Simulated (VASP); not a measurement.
# Si3N4 (P6_3/m) in VASP: settings compared

Si3N4 is run at these levels: PBE, LDA, PBE+D3(BJ), r2SCAN; tasks: electric field gradients.

Program: VASP 6.6.1. These are calculated values, not measurements. Logs are shortened: lines on timing, memory, paths and dates and some standing lists are left out, and cuts for length are marked.

## (1) The cell of the first run

The structure is hexagonal, space group P6_3/m (No. 176). Conventional cell: a = 7.617 Å, b = 7.617 Å, c = 2.913 Å, α = 90.00°, β = 90.00°, γ = 120.00°. Within 2.3 Å of Si (site symmetry m) lie 4 N at 1.72 to 1.75 Å. Within 2.3 Å of N (site symmetry -6) lie 3 Si at 1.75 Å. Within 2.3 Å of N (site symmetry m) lie 3 Si at 1.72 to 1.75 Å.

## (2) Electric field gradients, PBE

File INCAR:

```
SYSTEM = Si3N4
PREC = Accurate
ENCUT = 520
EDIFF = 1E-8
ISMEAR = -1
SIGMA = 0.02
LREAL = .FALSE.
LASPH = .TRUE.
NELM = 60
ALGO = Normal
ISIF = 2
LWAVE = .FALSE.
LCHARG = .FALSE.
GGA = PE
LEFG = .TRUE.
NBANDS = 45
```

File KPOINTS:

```
regular mesh
0
G
  4 4 9
  0 0 0
```

File POSCAR:

```
Si3N4
1.0
    7.6170000000      0.0000000000      0.0000000000
   -3.8085000000      6.5965155006      0.0000000000
    0.0000000000      0.0000000000      2.9134000000
Si N
6 8
Direct
    0.1784000000      0.7749000000      0.2500000000
    0.4035000000      0.1784000000      0.7500000000
    0.2251000000      0.4035000000      0.2500000000
    0.8216000000      0.2251000000      0.7500000000
    0.5965000000      0.8216000000      0.2500000000
    0.7749000000      0.5965000000      0.7500000000
    0.3333333333      0.6666666667      0.2500000000
    0.6666666667      0.3333333333      0.7500000000
    0.3359000000      0.0328000000      0.2500000000
    0.3031000000      0.3359000000      0.7500000000
    0.9672000000      0.3031000000      0.2500000000
    0.6641000000      0.9672000000      0.7500000000
    0.6969000000      0.6641000000      0.2500000000
    0.0328000000      0.6969000000      0.7500000000
```

Potentials or basis: VASP PAW PBE potentials, release 64 (Si, N).

Command:

```sh
cat potpaw_PBE.64/Si/POTCAR potpaw_PBE.64/N/POTCAR > POTCAR
mpirun -np 1 vasp_std > vasp.out
```

OUTCAR:

```text
SYSTEM = Si3N4
   PREC = Accurate
   ENCUT = 520
   EDIFF = 1E-8
   ISMEAR = -1
   LREAL = .FALSE.
   LASPH = .TRUE.
   NELM = 60
   ISIF = 2
   GGA = PE

 ion  position               nearest neighbor table
   1  0.178  0.775  0.250-   9 1.72   7 1.75  14 1.75  14 1.75   3 3.02   5 3.02   2 3.04   2 3.04
                             6 3.04   6 3.04
   2  0.404  0.178  0.750-  10 1.72   8 1.75   9 1.75   9 1.75   6 3.02   4 3.02   1 3.04   1 3.04
                             3 3.04   3 3.04
   3  0.225  0.404  0.250-  11 1.72   7 1.75  10 1.75  10 1.75   5 3.02   1 3.02   2 3.04   2 3.04
                             4 3.04   4 3.04
   4  0.822  0.225  0.750-  12 1.72   8 1.75  11 1.75  11 1.75   6 3.02   2 3.02   5 3.04   5 3.04
                             3 3.04   3 3.04
   5  0.596  0.822  0.250-  13 1.72   7 1.75  12 1.75  12 1.75   3 3.02   1 3.02   4 3.04   4 3.04
                             6 3.04   6 3.04
   6  0.775  0.596  0.750-  14 1.72   8 1.75  13 1.75  13 1.75   2 3.02   4 3.02   5 3.04   5 3.04
                             1 3.04   1 3.04
   7  0.333  0.667  0.250-   1 1.75   5 1.75   3 1.75
   8  0.667  0.333  0.750-   4 1.75   2 1.75   6 1.75
   9  0.336  0.033  0.250-   1 1.72   2 1.75   2 1.75
  10  0.303  0.336  0.750-   2 1.72   3 1.75   3 1.75
  11  0.967  0.303  0.250-   3 1.72   4 1.75   4 1.75
  12  0.664  0.967  0.750-   4 1.72   5 1.75   5 1.75
  13  0.697  0.664  0.250-   5 1.72   6 1.75   6 1.75
  14  0.033  0.697  0.750-   6 1.72   1 1.75   1 1.75

  LATTYP: Found a hexagonal cell.
 ALAT       =     7.6170000000
 C/A-ratio  =     0.3824865433

  Lattice vectors:

 A1 = (   7.6170000000,   0.0000000000,   0.0000000000)
 A2 = (  -3.8085000000,   6.5965155006,   0.0000000000)
 A3 = (   0.0000000000,   0.0000000000,   2.9134000000)

Analysis of symmetry for initial positions (statically):
=====================================================================
 Subroutine PRICEL returns:
 Original cell was already a primitive cell.

 Routine SETGRP: Setting up the symmetry group for a
 hexagonal supercell.

 Subroutine GETGRP returns: Found 12 space group operations
 (whereof  6 operations were pure point group operations)
 out of a pool of 24 trial point group operations.

The static configuration has the point symmetry S_6 .
 The point group associated with its full space group is C_6h.

Analysis of symmetry for dynamics (positions and initial velocities):
=====================================================================
[... 1148 lines left out ...]
      2.39402      1.17682      2.18505         1.172833      0.060555     -0.000000
      0.17786      2.66169      0.72835         0.533974      1.045981     -0.000000
      5.40083      1.48488      2.18505        -0.638859      0.985426     -0.000000
      1.41448      5.41970      0.72835        -1.172833     -0.060555     -0.000000
      3.63064      3.93482      2.18505        -0.533974     -1.045981     -0.000000
     -0.00000      4.39768      0.72835        -0.000000      0.000000     -0.000000
      3.80850      2.19884      2.18505        -0.000000      0.000000      0.000000
      2.43363      0.21637      0.72835        -0.651696      0.332250      0.000000
      1.02944      2.21577      2.18505        -0.613585     -0.398261     -0.000000
      6.21281      1.99940      0.72835         0.038112     -0.730510      0.000000
      1.37487      6.38015      2.18505         0.651696     -0.332250     -0.000000
      2.77906      4.38075      0.72835         0.613585      0.398261      0.000000
     -2.40431      4.59711      2.18505        -0.038112      0.730510      0.000000
 -----------------------------------------------------------------------------------
    total drift:                                0.000000     -0.000000     -0.000000

  FREE ENERGIE OF THE ION-ELECTRON SYSTEM (eV)
  ---------------------------------------------------
  free  energy   TOTEN  =      -114.3431371600 eV

  energy  without entropy=     -114.3431371600  energy(sigma->0) =     -114.34313716

 Electric field gradients (V/A^2)
---------------------------------------------------------------------
 ion       V_xx      V_yy      V_zz      V_xy      V_xz      V_yz
---------------------------------------------------------------------
   1       1.862    -3.867     2.005     4.108    -0.000    -0.000
   2      -5.993     3.987     2.005     0.426    -0.000     0.000
   3       1.123    -3.128     2.005    -4.535    -0.000     0.000
   4       1.862    -3.867     2.005     4.108     0.000     0.000
   5      -5.993     3.987     2.005     0.426     0.000    -0.000
   6       1.123    -3.128     2.005    -4.535     0.000     0.000
   7      24.525    24.526   -49.051     0.000     0.000    -0.000
   8      24.525    24.526   -49.051     0.000     0.000    -0.000
   9     -46.020    19.979    26.041     0.164     0.000     0.000
  10       3.337   -29.379    26.042   -28.661     0.000    -0.000
  11       3.621   -29.663    26.042    28.496    -0.000    -0.000
  12     -46.020    19.979    26.041     0.164    -0.000     0.000
  13       3.337   -29.379    26.042   -28.661     0.000     0.000
  14       3.621   -29.663    26.042    28.496     0.000     0.000
---------------------------------------------------------------------

 Electric field gradients after diagonalization (V/A^2)
 (convention: |V_zz| > |V_xx| > |V_yy|)
----------------------------------------------------------------------
 ion       V_xx      V_yy      V_zz     asymmetry (V_yy - V_xx)/ V_zz
----------------------------------------------------------------------
   1       4.005     2.005    -6.011       0.333
   2       4.005     2.005    -6.011       0.333
   3       4.006     2.005    -6.011       0.333
   4       4.005     2.005    -6.011       0.333
   5       4.005     2.005    -6.011       0.333
   6       4.006     2.005    -6.011       0.333
   7      24.526    24.525   -49.051       0.000
   8      24.526    24.525   -49.051       0.000
   9      26.041    19.979   -46.021       0.132
  10      26.042    19.979   -46.021       0.132
  11      26.042    19.979   -46.021       0.132
  12      26.041    19.979   -46.021       0.132
  13      26.042    19.979   -46.021       0.132
  14      26.042    19.979   -46.021       0.132
----------------------------------------------------------------------

           NMR quadrupolar parameters

 Cq : quadrupolar parameter    Cq=e*Q*V_zz/h
 eta: asymmetry parameters     (V_yy - V_xx)/ V_zz
 Q  : nuclear electric quadrupole moment in mb (millibarn)
----------------------------------------------------------------------
 ion       Cq(MHz)       eta       Q (mb)
----------------------------------------------------------------------
   1      -0.015       0.333       1.000
   2      -0.015       0.333       1.000
   3      -0.015       0.333       1.000
   4      -0.015       0.333       1.000
   5      -0.015       0.333       1.000
   6      -0.015       0.333       1.000
   7      -0.119       0.000       1.000
   8      -0.119       0.000       1.000
   9      -0.111       0.132       1.000
  10      -0.111       0.132       1.000
  11      -0.111       0.132       1.000
  12      -0.111       0.132       1.000
  13      -0.111       0.132       1.000
  14      -0.111       0.132       1.000
----------------------------------------------------------------------
```

stdout:

```text
POSCAR found type information on POSCAR SiN
 POSCAR found :  2 types and      14 ions
 scaLAPACK will be used
 LDA part: xc-table for (Slater+PW92), standard interpolation
 POSCAR, INCAR and KPOINTS ok, starting setup
 FFT: planning ... GRIDC
 FFT: planning ... GRID_SOFT
 FFT: planning ... GRID
 WAVECAR not read
 entering main loop
ion   1

ion   2

ion   3

ion   4

ion   5

ion   6

ion   7

ion   8

ion   9

ion  10

ion  11

ion  12

ion  13

ion  14
```

It took 5.2 min on 1 thread of Intel Xeon 8259CL, shared host; peak memory 0.32 GiB.

Results:

```
Free energy                             : -114.3431 eV
Pressure                                : 4.1 GPa
Largest force                           : 1.174 eV/Å
Band gap on the k mesh                  : 4.13 eV
Largest electric field gradient by atom : Si -6.0; N -49.1, -46.0 (each value once) V/Å²
```

Forces on the atoms (eV/Å):
```
Si   0.639 -0.985  0.000
Si   1.173  0.061  0.000
Si   0.534  1.046  0.000
Si  -0.639  0.985  0.000
Si  -1.173 -0.061  0.000
Si  -0.534 -1.046  0.000
N    0.000  0.000  0.000
N    0.000  0.000  0.000
N   -0.652  0.332  0.000
N   -0.614 -0.398  0.000
N    0.038 -0.731  0.000
N    0.652 -0.332  0.000
N    0.614  0.398  0.000
N   -0.038  0.731  0.000
```

Electric field gradients, principal values (V/Å²):
```csv
atom,least,middle,greatest (by size)
1 Si,2.005,4.005,-6.011
2 Si,2.005,4.005,-6.011
3 Si,2.005,4.006,-6.011
4 Si,2.005,4.005,-6.011
5 Si,2.005,4.005,-6.011
6 Si,2.005,4.006,-6.011
7 N,24.525,24.526,-49.051
8 N,24.525,24.526,-49.051
9 N,19.979,26.041,-46.021
10 N,19.979,26.042,-46.021
11 N,19.979,26.042,-46.021
12 N,19.979,26.041,-46.021
13 N,19.979,26.042,-46.021
14 N,19.979,26.042,-46.021
```

Caveat: the cell stands under pressure; without QUAD_EFG the Cq values of the log hold for a quadrupole moment of 1 mb, not for the nuclei; an odd mesh through Γ misses points on the zone boundary, where band edges can lie; forces of over 1 eV/Å act on the atoms, so gaps and moduli don't describe the material at rest.

[end of part 1 of 3]
